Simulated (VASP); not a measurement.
Wanted: the native input for a VASP 6.6.1 run.

```yaml
Task: single point
Functional: PBE
Dispersion: D3(BJ)
Potentials_or_basis: VASP PAW PBE potentials, release 64 (As)
Cutoff: 520 eV
k_mesh: 9 × 9 × 1
Occupations: gaussian, width 0.02 eV
Spin: no spin polarisation
Dipole_correction: yes
Further_INCAR_settings: ALGO = Normal; EDIFF = 1e-06; NBANDS = 12
```

The structure of As lies in POSCAR:

```
As
1.0
    3.4630000000      0.0000000000      0.0000000000
   -1.7315000000      2.9990459733      0.0000000000
    0.0000000000      0.0000000000     28.5742413766
As
2
Direct
    0.3333333333      0.6666666667      0.4947680151
    0.6666666667      0.3333333333      0.5052319849
```

One way to write it, as run:

INCAR

```
PREC     = Accurate       # precision mode
ENCUT    = 520            # plane-wave cutoff, eV
EDIFF    = 1E-6           # SCF threshold, eV
ISMEAR   = 0              # smearing method
SIGMA    = 0.02           # smearing width, eV
LREAL    = F              # projectors in reciprocal space
LASPH    = T              # aspherical terms in the spheres
NELM     = 100            # most SCF steps
ALGO     = Normal         # electronic algorithm
ISIF     = 2              # what is computed and relaxed
LWAVE    = F              # write WAVECAR
LCHARG   = F              # write CHGCAR
LDIPOL   = T            
IDIPOL   = 3            
DIPOL    = 0.5 0.5 0.500
GGA      = PE             # functional
IVDW     = 12             # dispersion correction
NBANDS   = 12             # bands
```

KPOINTS

```
regular mesh
0
Gamma
  9 9 1
```

Potentials or basis: VASP PAW PBE potentials, release 64 (As).

Launch:

```bash
$ cat potpaw_PBE.64/As/POTCAR > POTCAR
$ mpirun -np 1 vasp_std > vasp.out
```

It gave:

* Largest force: 4.151 eV/Å
* Band gap on the k mesh: zero (band 5 reaches -1.36 eV, above the bottom of band 6 at -3.35 eV)
* Dispersion energy per atom: -0.236 eV

It took 97 s on 1 thread of Intel(R) Xeon(R) Platinum 8259CL CPU @ 2.50GHz (Skylake/Cascade Lake), on a shared host, peak memory 0.41 GiB.
